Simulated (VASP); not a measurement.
# SiC3 (P-4m2) in VASP: a series of runs

The runs below take SiC3 through single point, with PBE.

All numbers are computed with VASP 6.6.1; they aren't measurements. Logs are shortened: lines on timing, memory, paths and dates and some standing lists are left out, and cuts for length are marked.

## (1) The cell of the first run

The structure is tetragonal, space group P-4m2 (No. 115). Conventional cell: a = 2.749 Å, b = 2.749 Å, c = 4.021 Å, α = 90.00°, β = 90.00°, γ = 90.00°. Within 2.2 Å of C (site symmetry 2mm) lie 2 C at 1.62 Å and 2 Si at 1.79 Å. Within 2.2 Å of C (site symmetry -4m2) lie 4 C at 1.62 Å. Si (site symmetry -4m2) has 4 C at 1.79 Å within 2.4 Å.

## (2) Single point, PBE (volume changed by -5%)

File INCAR:

```
  PREC = Accurate
  ENCUT = 520
  EDIFF = 1E-7
  ISMEAR = 0
  SIGMA = 0.01
  LREAL = F
  LASPH = T
  NELM = 60
  ALGO = Normal
  ISIF = 2
  LWAVE = F
  LCHARG = T
  GGA = PE
  LELF = T
  LVHAR = T
  NBANDS = 16
```

File KPOINTS:

```
Automatic mesh
0
Gamma
  4 4 4
```

File POSCAR:

```
SiC3
1.0
    2.7489949061      0.0000000000      0.0000000000
    0.0000000000      2.7489949061      0.0000000000
    0.0000000000      0.0000000000      4.0207074393
C Si
3 1
Direct
    0.5000000000      0.0000000000      0.7862689766
    0.5000000000      0.5000000000      0.0000000000
    0.0000000000      0.5000000000      0.2137310234
    0.0000000000      0.0000000000      0.5000000000
```

Potentials or basis: VASP PAW PBE potentials, release 64 (C, Si).

On the command line:

```sh
> cat potpaw_PBE.64/C/POTCAR potpaw_PBE.64/Si/POTCAR > POTCAR
> mpirun -np 1 vasp_std > vasp.out
```

OUTCAR:

```text
PREC = Accurate
   ENCUT = 520
   EDIFF = 1E-7
   ISMEAR = 0
   LREAL = F
   LASPH = T
   NELM = 60
   ISIF = 2
   GGA = PE

 ion  position               nearest neighbor table
   1  0.500  0.000  0.786-   2 1.62   2 1.62   4 1.79   4 1.79
   2  0.500  0.500  0.000-   1 1.62   3 1.62   1 1.62   3 1.62
   3  0.000  0.500  0.214-   2 1.62   2 1.62   4 1.79   4 1.79
   4  0.000  0.000  0.500-   1 1.79   3 1.79   3 1.79   1 1.79

  LATTYP: Found a simple tetragonal cell.
 ALAT       =     2.7489949061
 C/A-ratio  =     1.4626099999

  Lattice vectors:

 A1 = (   2.7489949061,   0.0000000000,   0.0000000000)
 A2 = (   0.0000000000,   2.7489949061,   0.0000000000)
 A3 = (   0.0000000000,   0.0000000000,   4.0207074393)

Analysis of symmetry for initial positions (statically):
=====================================================================
 Subroutine PRICEL returns:
 Original cell was already a primitive cell.

 Routine SETGRP: Setting up the symmetry group for a
 simple tetragonal supercell.

 Subroutine GETGRP returns: Found  8 space group operations
 (whereof  8 operations were pure point group operations)
 out of a pool of 16 trial point group operations.

The static configuration has the point symmetry D_2d.

Analysis of symmetry for dynamics (positions and initial velocities):
=====================================================================
 Subroutine PRICEL returns:
 Original cell was already a primitive cell.

 Routine SETGRP: Setting up the symmetry group for a
 simple tetragonal supercell.

 Subroutine GETGRP returns: Found  8 space group operations
 (whereof  8 operations were pure point group operations)
 out of a pool of 16 trial point group operations.

The dynamic configuration has the point symmetry D_2d.

 Subroutine INISYM returns: Found  8 space group operations
 (whereof  8 operations are pure point group operations),
 and found     1 'primitive' translations

----------------------------------------------------------------------------------------

                                     Primitive cell

  volume of cell :      30.3844

  direct lattice vectors                    reciprocal lattice vectors
     2.748994906  0.000000000  0.000000000     0.363769317  0.000000000  0.000000000
     0.000000000  2.748994906  0.000000000     0.000000000  0.363769317  0.000000000
     0.000000000  0.000000000  4.020707439     0.000000000  0.000000000  0.248712451

  length of vectors
     2.748994906  2.748994906  4.020707439     0.363769317  0.363769317  0.248712451

  position of ions in fractional coordinates (direct lattice)
     0.500000000  0.000000000  0.786268977
     0.500000000  0.500000000  0.000000000
     0.000000000  0.500000000  0.213731023
     0.000000000  0.000000000  0.500000000

  ion indices of the primitive-cell ions
   primitive index   ion index
                 1           1
                 2           2
                 3           3
                 4           4

----------------------------------------------------------------------------------------

 KPOINTS: Automatic mesh

Automatic generation of k-mesh.
 Grid dimensions read from file:
 generate k-points for:    4    4    4

 Generating k-lattice:

  Cartesian coordinates                     Fractional coordinates (reciprocal lattice)
     0.090942329  0.000000000  0.000000000     0.250000000  0.000000000  0.000000000
     0.000000000  0.090942329  0.000000000     0.000000000  0.250000000  0.000000000
     0.000000000  0.000000000  0.062178113     0.000000000  0.000000000  0.250000000

  Length of vectors
     0.090942329  0.090942329  0.062178113

  Shift w.r.t. Gamma in fractional coordinates (k-lattice)
     0.000000000  0.000000000  0.000000000

 Subroutine IBZKPT returns following result:
 ===========================================

 Found     18 irreducible k-points:

 Following reciprocal coordinates:
            Coordinates               Weight
  0.000000  0.000000  0.000000      1.000000
  0.250000  0.000000  0.000000      4.000000
  0.500000  0.000000  0.000000      2.000000
  0.250000  0.250000  0.000000      4.000000
  0.500000  0.250000  0.000000      4.000000
  0.500000  0.500000  0.000000      1.000000
[... 10 lines left out ...]
  0.500000  0.250000  0.500000      4.000000
  0.500000  0.500000  0.500000      1.000000
   k-points           NKPTS =     18   k-points in BZ     NKDIM =     18   number of bands    NBANDS=     16
   number of dos      NEDOS =    301   number of ions     NIONS =      4
   total plane-waves  NPLWV =  12000
   dimension x,y,z NGX =    20 NGY =   20 NGZ =   30
   dimension x,y,z NGXF=    40 NGYF=   40 NGZF=   60
   ions per type =               3   1
   NGX,Y,Z   is equivalent  to a cutoff of  12.10, 12.10, 12.40 a.u.
   NGXF,Y,Z  is equivalent  to a cutoff of  24.19, 24.19, 24.81 a.u.
 SYSTEM =  unknown system
   PREC   = accura    normal or accurate (medium, high low for compatibility)
   ISTART =      0    job   : 0-new  1-cont  2-samecut
   ICHARG =      2    charge: 1-file 2-atom 10-const
   ISPIN  =      1    spin polarized calculation?
   LNONCOLLINEAR =      F non collinear calculations
   LSORBIT =      F    spin-orbit coupling
   LASPH  =      T    aspherical Exc in radial PAW
   ENCUT  =  520.0 eV  38.22 Ry    6.18 a.u.   5.11  5.11  7.48*2*pi/ulx,y,z
   NELM   =     60;   NELMIN=  2; NELMDL= -5     # of ELM steps
   EDIFF  = 0.1E-06   stopping-criterion for ELM
   LREAL  =      F    real-space projection
   EDIFFG = 0.1E-05   stopping-criterion for IOM
   NSW    =      0    number of steps for IOM
   IBRION =     -1    ionic relax: 0-MD 1-quasi-New 2-CG
   NFREE  =      0    steps in history (QN), initial steepest desc. (CG)
   ISIF   =      2    stress and relaxation
   ISYM   =      2    0-nonsym 1-usesym 2-fastsym
   POTIM  = 0.5000    time-step for ionic-motion
   TEBEG  =    0.0;   TEEND  =   0.0 temperature during run
   PSTRESS=    0.0 pullay stress
   NELECT =      16.0000    total number of electrons
   NUPDOWN=      -1.0000    fix difference up-down
   EMIN   =  10.00;   EMAX   =-10.00  energy-range for DOS
   EFERMI =   0.00;   METHOD = LEGACY
   ISMEAR =     0;   SIGMA  =   0.01  broadening in eV -4-tet -1-fermi 0-gaus
   EFERMI_NEDOS =   21; number of points for ismear=-14 and -15
   IALGO  =     38    algorithm
   IMIX   =      4    mixing-type and parameters
     AMIX     =   0.40;   BMIX     =  1.00
     AMIX_MAG =   1.60;   BMIX_MAG =  1.00
  volume/ion in A,a.u.               =       7.60        51.26
  Fermi-wavevector in a.u.,A,eV,Ry     =   1.322000  2.498217 23.778676  1.747683
  Thomas-Fermi vector in A             =   2.451713
   LORBIT       =      0    0 simple, 1 ext, 2 COOP (PROOUT), +10 PAW based schemes
   GGA     = PE    functional components
   LHFCALC =     F    Hartree Fock is set to
   AEXX    =    0.0000 exact exchange contribution
   IVDW    =     0    specifies the selected vdW correction
   LEPSILON=     F    determine dielectric tensor
   LRPA    =     F    only Hartree local field effects (RPA)
 non-spin polarized calculation
 Gauss-broadening in eV      SIGMA  =   0.01
  energy-cutoff  :      520.00
  volume of cell :       30.38
 maximum number of plane-waves:       833
   NGX = 11   NGY = 11   NGZ = 15

 number of electron      16.0000004 magnetization

 Free energy of the ion-electron system (eV)
  ---------------------------------------------------
  ext. energy  EPLUGINS =         0.00000000
  ---------------------------------------------------
  free energy    TOTEN  =       -30.86416966 eV

  energy without entropy =      -30.86416966  energy(sigma->0) =      -30.86416966

 E-fermi :  10.2282     XC(G=0): -12.3365

 val. band max:       10.1369269719   @ k =   0.0000   0.0000   0.0000
 cond. band min:      11.7218251962   @ k =   0.5000   0.5000   0.0000
 fundamental gap:      1.5848982242
 Fermi energy:        10.2282249629

 k-point     1 :       0.0000    0.0000    0.0000
  band No.  band energies     occupation
      1      -9.1351      2.00000
      2      -2.2389      2.00000
      3      -0.9854      2.00000
      4       4.4363      2.00000
      5       4.4363      2.00000
      6       9.4205      2.00000
[... 8 lines left out ...]
     15      24.1403      0.00000
     16      25.5445      0.00000

 k-point     2 :       0.2500    0.0000    0.0000
  band No.  band energies     occupation
      1      -8.1669      2.00000
      2      -2.1229      2.00000
      3      -0.3718      2.00000
      4       1.7519      2.00000
      5       5.0650      2.00000
      6       6.6393      2.00000
[... 8 lines left out ...]
     15      23.6718      0.00000
     16      24.4385      0.00000

 k-point     3 :       0.5000    0.0000    0.0000
  band No.  band energies     occupation
      1      -5.9816      2.00000
      2      -4.5325      2.00000
      3       0.9341      2.00000
      4       3.0417      2.00000
      5       3.5536      2.00000
      6       3.6217      2.00000
[... 8 lines left out ...]
     15      21.9751      0.00000
     16      23.4675      0.00000

 k-point     4 :       0.2500    0.2500    0.0000
  band No.  band energies     occupation
      1      -7.2136      2.00000
      2      -1.6458      2.00000
      3      -0.1848      2.00000
      4       2.5124      2.00000
      5       2.5457      2.00000
      6       6.2700      2.00000
[... 8 lines left out ...]
     15      20.8561      0.00000
     16      23.2700      0.00000

 k-point     5 :       0.5000    0.2500    0.0000
  band No.  band energies     occupation
      1      -5.0750      2.00000
      2      -3.6342      2.00000
      3       0.6998      2.00000
      4       3.3935      2.00000
      5       3.5904      2.00000
      6       3.7112      2.00000
[... 8 lines left out ...]
     15      22.5861      0.00000
     16      24.3086      0.00000

 k-point     6 :       0.5000    0.5000    0.0000
  band No.  band energies     occupation
      1      -2.8127      2.00000
      2      -2.0427      2.00000
      3      -2.0427      2.00000
      4       1.3881      2.00000
      5       3.7106      2.00000
      6       4.5984      2.00000
[... 8 lines left out ...]
     15      23.6641      0.00000
     16      26.3993      0.00000
[... 153 lines left out ...]
 k-point    15 :       0.5000    0.0000    0.5000
  band No.  band energies     occupation
      1      -5.4153      2.00000
      2      -3.6676      2.00000
      3      -1.6379      2.00000
      4      -0.8150      2.00000
      5       6.0837      2.00000
      6       7.3203      2.00000
[... 8 lines left out ...]
     15      21.8198      0.00000
     16      23.1548      0.00000

 k-point    16 :       0.2500    0.2500    0.5000
  band No.  band energies     occupation
      1      -6.2582      2.00000
      2      -4.2458      2.00000
      3       1.3847      2.00000
      4       1.7781      2.00000
      5       3.7358      2.00000
      6       4.3792      2.00000
[... 8 lines left out ...]
     15      20.9953      0.00000
     16      23.4029      0.00000

 k-point    17 :       0.5000    0.2500    0.5000
  band No.  band energies     occupation
      1      -4.5417      2.00000
      2      -2.8895      2.00000
      3      -0.9463      2.00000
      4       0.2131      2.00000
      5       3.1062      2.00000
      6       5.8689      2.00000
[... 8 lines left out ...]
     15      21.8208      0.00000
     16      24.4722      0.00000

 k-point    18 :       0.5000    0.5000    0.5000
  band No.  band energies     occupation
      1      -2.4441      2.00000
      2      -1.6750      2.00000
      3      -1.6750      2.00000
      4       2.3499      2.00000
      5       2.8823      2.00000
      6       3.1052      2.00000
[... 8 lines left out ...]
     15      20.6152      0.00000
     16      23.0322      0.00000

------------------------ aborting loop because EDIFF is reached ----------------------------------------

  FORCE on cell =-STRESS in cart. coord.  units (eV):
  Direction    XX          YY          ZZ          XY          YZ          ZX
  --------------------------------------------------------------------------------------
  -------------------------------------------------------------------------------------
  Total        3.8243266      3.8243266      3.9482570      0.0000000     -0.0000000      0.0000000
  in kB      201.6578859    201.6578859    208.1927747      0.0000000     -0.0000000      0.0000000
  external PRESSURE =     203.8361821 kB  Pullay stress =       0.0000000 kB

 VOLUME and BASIS-vectors are now :
 -----------------------------------------------------------------------------
  energy-cutoff  :      520.00
  volume of cell :       30.38
      direct lattice vectors                 reciprocal lattice vectors
     2.748994906  0.000000000  0.000000000     0.363769317  0.000000000  0.000000000
     0.000000000  2.748994906  0.000000000     0.000000000  0.363769317  0.000000000
     0.000000000  0.000000000  4.020707439     0.000000000  0.000000000  0.248712451

 POSITION                                       TOTAL-FORCE (eV/Angst)
 -----------------------------------------------------------------------------------
      1.37450      0.00000      3.16136         0.000000      0.000000      0.590765
      1.37450      1.37450      0.00000        -0.000000     -0.000000      0.000000
      0.00000      1.37450      0.85935        -0.000000      0.000000     -0.590765
      0.00000      0.00000      2.01035        -0.000000      0.000000      0.000000
 -----------------------------------------------------------------------------------
    total drift:                                0.000000      0.000000      0.000000

  FREE ENERGIE OF THE ION-ELECTRON SYSTEM (eV)
  ---------------------------------------------------
  free  energy   TOTEN  =       -30.8641696571 eV

  energy  without entropy=      -30.8641696571  energy(sigma->0) =      -30.86416966
```

Run time: 13 s. Hardware: 1 thread of Intel Xeon 8259CL, shared host; peak memory 0.13 GiB.

Results:

* Free energy: -30.8642 eV
* Pressure: 20.4 GPa
* Largest force: 0.591 eV/Å
* Band gap on the k mesh: 1.58 eV, indirect (least direct gap 1.86 eV)

Forces on the atoms (eV/Å):
```
C    0.000  0.000  0.591
C    0.000  0.000  0.000
C    0.000  0.000 -0.591
Si   0.000  0.000  0.000
```

Stress tensor (GPa, compression positive):
```
20.17  0.00  0.00
 0.00 20.17  0.00
 0.00  0.00 20.82
```

Caveat: the k points lie up to 0.57 Å⁻¹ apart. A k mesh can miss the band edges.

## (3) Single point, PBE (volume changed by -10%)

INCAR: that of step 2 with these lines changed.

```diff
@@ -7,3 +7,3 @@
   LASPH = T
-  NELM = 60
+  NELM = 80
   ALGO = Normal
```

File KPOINTS:

```
regular mesh
0
Gamma
  4 4 4
```

File POSCAR:

```
SiC3
1.0
    2.6998951775      0.0000000000      0.0000000000
    0.0000000000      2.6998951775      0.0000000000
    0.0000000000      0.0000000000      3.9488936852
C Si
3 1
Direct
    0.5000000000      0.0000000000      0.7862689766
    0.5000000000      0.5000000000      0.0000000000
    0.0000000000      0.5000000000      0.2137310234
    0.0000000000      0.0000000000      0.5000000000
```

Potentials or basis: VASP PAW PBE potentials, release 64 (C, Si).

On the command line:

```sh
> cat potpaw_PBE.64/C/POTCAR potpaw_PBE.64/Si/POTCAR > POTCAR
> mpirun -np 1 vasp_std > vasp.out
```

Wall time 11 s (1 thread of Intel Xeon 8259CL, shared host); peak memory 0.13 GiB.

It converged, with:

| Quantity | Value |
| --- | --- |
| Free energy | -30.5575 eV |
| Pressure | 41.7 GPa |
| Largest force | 0.923 eV/Å |
| Band gap on the k mesh | 1.54 eV, indirect (least direct gap 1.87 eV) |

Forces in eV/Å, atoms in the order of the input:
```
C    0.000  0.000  0.923
C    0.000  0.000  0.000
C    0.000  0.000 -0.923
Si   0.000  0.000  0.000
```

Stress tensor (GPa, compression positive):
```
40.77  0.00  0.00
 0.00 40.77  0.00
 0.00  0.00 43.59
```

Levels at points of the mesh, in eV from the valence-band top:
| k point | band 6 | band 7 | band 8 | band 9 | band 10 | band 11 |
| --- | --- | --- | --- | --- | --- | --- |
| (0.00, 0.00, 0.00) | -0.76 | 0.00 | 0.00 | 1.87 | 3.16 | 5.38 |
| (0.50, 0.00, 0.00) | -6.72 | -4.38 | -0.89 | 5.33 | 5.93 | 6.51 |
| (0.50, 0.50, 0.00) | -5.78 | -5.78 | -4.17 | 1.54 | 1.54 | 1.85 |
| (0.00, 0.00, 0.50) | -4.13 | -1.55 | -1.55 | 2.94 | 3.18 | 6.33 |
| (0.50, 0.00, 0.50) | -2.93 | -2.41 | -0.77 | 3.62 | 6.02 | 6.42 |
| (0.50, 0.50, 0.50) | -7.37 | -7.36 | -6.98 | 5.54 | 5.54 | 6.15 |

Caveat: the k points lie up to 0.58 Å⁻¹ apart. A k mesh can miss the band edges.

(Continued in part 2 of 2.)
